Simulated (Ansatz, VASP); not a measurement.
# TiO2 in VASP and in Ansatz

```
Ti O
1.0
    -3.79922    0.00000    0.00000
     0.00000   -3.79922    0.00000
     0.00000    0.00000    9.69690
Ti O
4 8
Direct
  0.00000 0.00000 0.00000
  0.50000 0.50000 0.50000
  0.50000 0.00000 0.75000
  0.00000 0.50000 0.25000
  0.00000 0.00000 0.20651
  0.50000 0.50000 0.70651
  0.50000 0.00000 0.95651
  0.00000 0.50000 0.45651
  0.50000 0.00000 0.54349
  0.00000 0.50000 0.04349
  0.00000 0.00000 0.79349
  0.50000 0.50000 0.29349
```

Alike in both runs: task single point; functional PBE; k mesh 7 × 7 × 3; occupations gaussian, width 0.05 eV; no spin polarisation.

|  | VASP | Ansatz |
| --- | --- | --- |
| version | VASP 6.6.1 | Ansatz 0.2.0 |
| potentials or method | VASP PAW PBE potentials, release 64 (Ti_sv, O), cutoff 520 eV | scalar-relativistic, plane waves, PAW |
| valence electrons in the cell | 96 | 96 |

```tsv
	VASP	Ansatz	Ansatz less VASP
gap on the k mesh at the Fermi level (eV)	2.10	2.12	+0.023
least direct gap on the mesh (eV)	2.21	2.23	+0.021
pressure (GPa)	0.7	0.0	-0.69
traceless stress, the component that is largest in VASP (GPa)	0.06	0.02	-0.034
rms of the force components (eV/Å)	0.008	0.000	-0.0078
```

Atom by atom the forces differ by 0.008 eV/Å (rms over components).
